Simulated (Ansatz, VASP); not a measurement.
# One calculation of Mn2AlP3, two programs

```xyz
6
Lattice="3.3385 0.0000 0.0000 0.0000 3.3385 0.0000 0.0000 0.0000 7.0635" Properties=species:S:1:pos:R:3 pbc="T T T"
Mn    0.0000    1.6693    5.1490
Mn    1.6693    0.0000    1.9145
Al    0.0000    0.0000    0.0000
P     1.6693    1.6693    0.0000
P     0.0000    1.6693    2.7676
P     1.6693    0.0000    4.2959
```

Change from the starting cell: species swapped into the Hf2CuSb3 type (P-4m2, No. 115).

Alike in both runs: functional PBE; k mesh 6 × 6 × 4; occupations gaussian, width 0.1 eV; collinear spin.

Ansatz relaxed the structure, and its values are those at the end. VASP's run is a single point on that final structure, the one shown.

```csv
,VASP,Ansatz
version,VASP 6.6.1,Ansatz 0.2.0
potentials or method,"VASP PAW PBE potentials, release 64 (Mn_pv, Al, P), cutoff 520 eV","scalar-relativistic, plane waves, PAW"
valence electrons in the cell,44,48
```

```csv
,VASP,Ansatz,Ansatz less VASP
gap on the k mesh at the Fermi level (eV),none,none,-
pressure (GPa),0.1,0.2,+0.08
rms of the force components (eV/Å),0.010,0.012,+0.0013
net moment per atom (μB),0.63,0.63,-0.001
size of the moment on the site where the two differ most (μB),2.00,1.92,-0.073
```

Site moments also hang on the region over which each program counts them. A gap of «none» marks a metal or a gap that the smearing closes. With one functional, cell and mesh, what is left measures potentials, basis and numerics. VASP's potentials hold 44 valence electrons a cell and Ansatz's 48, so a difference there can come from the potentials and not from the codes.
